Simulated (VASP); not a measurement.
Wanted: the native input for a VASP 6.6.1 run.

```
Task                   : single point
Functional             : LDA
Potentials or basis    : VASP PAW LDA potentials, release 64 (C)
Cutoff                 : 520 eV
k mesh                 : 16 × 16 × 16
Occupations            : gaussian, width 0.03 eV
Spin                   : no spin polarisation
Dipole correction      : no
Further INCAR settings : ALGO = Normal; EDIFF = 1e-06; NBANDS = 11
```

The structure of C lies in POSCAR:

```
C
1.0
    0.0000000000      2.1166507485      3.4101454216
    1.2227846672      0.0000000000      3.4101454216
    1.2227846672      2.1166507485      0.0000000000
C
2
Direct
    0.1667065656      0.8332934344      0.1667065656
    0.8332934344      0.1667065656      0.8332934344
```

This cell differs from its parent crystal: strain +0.000 along x and y, +0.015 along z.

One way to write it, as run:

INCAR

```
SYSTEM = C
PREC = Accurate
ENCUT = 520
EDIFF = 1E-6
ISMEAR = 0
SIGMA = 0.03
LREAL = .False.
LASPH = .True.
NELM = 80
ALGO = Normal
ISIF = 2
LWAVE = .False.
LCHARG = .True.
LELF = .True.
LVHAR = .True.
NBANDS = 11
```

KPOINTS

```
regular mesh
0
Gamma
  16 16 16
  0 0 0
```

Potentials or basis: VASP PAW LDA potentials, release 64 (C).

Command:

```sh
$ cat potpaw_LDA.64/C/POTCAR > POTCAR
$ mpirun -np 1 vasp_std > vasp.out
```

Results of the run:

```json
{
 "Pressure": "0.7 GPa",
 "Largest force": "0.022 eV/Å"
}
```

Caveat: the cell differs from its parent crystal (strain +0.000 along x and y, +0.015 along z).

It took 50 s on 1 thread of Intel(R) Xeon(R) 6975P-C (Granite Rapids), on a shared host, peak memory 0.2 GiB.
